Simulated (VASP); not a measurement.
Runs of VASP 6.6.1 on AlN. The structure is that of space group Cm (No. 8), or close to it. The cells are those of the table. 

| cell | gap on the mesh (eV) | pressure (GPa) | largest force (eV/Å) |
| --- | --- | --- | --- |
| a = 3.114, b = 3.114, c = 15.313 Å, angles 85.6, 85.6, 60.0°, 12 atoms | 2.57 | (a) | 1.51 |
| a = 3.114, b = 3.114, c = 15.260 Å, angles 88.5, 88.5, 60.0°, 12 atoms | (b) | -0.5 | 0.93 |
| a = 3.114, b = 3.114, c = 15.574 Å, angles 79.9, 79.9, 60.0°, 12 atoms | 3.23 | -2.2 | 0.66 |
| a = 3.114, b = 3.114, c = 15.780 Å, angles 77.2, 77.2, 60.0°, 12 atoms | 3.24 | -2.2 | 0.94 |
| a = 3.114, b = 3.114, c = 15.418 Å, angles 82.7, 82.7, 60.0°, 12 atoms | 2.65 | -0.5 | 1.49 |

Alike in all rows: task single point; level PBE; potentials or basis VASP PAW PBE potentials, release 64 (Al, N); no spin polarisation; k mesh 8 × 8 × 2; cutoff (eV) 520; smearing gaussian 0.05 eV.

Question: Estimate the missing entries.

Answer: (a) -0.3; (b) 3.06.

Caveats: forces of over 1 eV/Å act on the atoms, so gaps and moduli don't describe the material at rest (at least some runs).

A k mesh can miss the band edges.
